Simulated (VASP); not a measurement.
A run of VASP 6.6.1 is set up as follows.

Contents of INCAR:

```
SYSTEM = Au
AGGAC = 1.0
AGGAX = 1.0
ALDAC = 0.0
ALDAX = 1.0
ALGO = Normal
EDIFF = 1E-7
ENCUT = 520
GGA = B5
ISIF = 2
ISMEAR = -1
LASPH = .TRUE.
LCHARG = .FALSE.
LREAL = .FALSE.
LWAVE = .FALSE.
NBANDS = 18
NELM = 60
PREC = Accurate
SIGMA = 0.1
```

Contents of KPOINTS:

```
k-points
0
G
  14 14 7
  0 0 0
```

POSCAR

```
Au
1.0
    2.9394885852      0.0000000000      0.0000000000
   -1.4697442926      2.5456717889      0.0000000000
    0.0000000000      0.0000000000      5.0000208087
Au
2
Direct
    0.3333333333      0.6666666667      0.2500000000
    0.6666666667      0.3333333333      0.7500000000
```

Potentials or basis: VASP PAW PBE potentials, release 64 (Au).

Run with:

```console
$ cat potpaw_PBE.64/Au/POTCAR > POTCAR
$ mpirun -np 1 vasp_std > vasp.out
```

Q: Estimate the band gap on the k mesh.

A: Zero (band 11 reaches 11.71 eV, above the bottom of band 12 at 6.13 eV).

Q: Predict the pressure.

A: 5.5 GPa.

Stress tensor (GPa, compression positive):
```
5.78 0.00 0.00
0.00 5.78 0.00
0.00 0.00 4.86
```

Caveat: the PAW data sets were made with another functional, which shifts forces and pressure a little; spin-orbit coupling is left out, which moves the levels of the heavy elements.
